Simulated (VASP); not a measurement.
Write the native input for VASP 6.6.1 that does the following.

* Task: single point
* Functional: PBE
* Potentials or basis: VASP PAW PBE potentials, release 64 (C)
* Cutoff: 520 eV
* k mesh: 12 × 12 × 12
* Occupations: gaussian, width 0.05 eV
* Spin: no spin polarisation
* Dipole correction: no
* Further INCAR settings: ALGO = Normal; EDIFF = 1e-06; NBANDS = 11

The structure of C lies in POSCAR:

```
C
1.0
    0.0000000000      1.7689498423      1.6454771433
    1.7689498423      0.0000000000      1.6454771433
    1.7689498423      1.7689498423      0.0000000000
C
2
Direct
    0.5000000000      0.5000000000      0.5000000000
    0.7500000000      0.7500000000      0.7500000000
```

This cell differs from its parent crystal: volume 5.149 Å^3 an atom, c/a of the conventional cell 0.9302.

These files were run (other wordings do the same):

INCAR

```
SYSTEM = C
  PREC = Accurate
  ENCUT = 520
  EDIFF = 1E-6
  ISMEAR = 0
  SIGMA = 0.05
  LREAL = .FALSE.
  LASPH = .TRUE.
  NELM = 80
  ALGO = Normal
  ISIF = 2
  LWAVE = .FALSE.
  LCHARG = .FALSE.
  GGA = PE
  NBANDS = 11
```

KPOINTS

```
regular mesh
0
G
  12 12 12
  0 0 0
```

Potentials or basis: VASP PAW PBE potentials, release 64 (C).

Run with:

```sh
$ cat potpaw_PBE.64/C/POTCAR > POTCAR
$ mpirun -np 1 vasp_std > vasp.out
```

It gave:

```
Pressure               : 53.5 GPa
Band gap on the k mesh : 2.47 eV, indirect (least direct gap 4.57 eV)
```

It took 6.4 s on 1 thread of Intel(R) Xeon(R) 6975P-C (Granite Rapids) (shared host), peak memory 0.12 GiB.
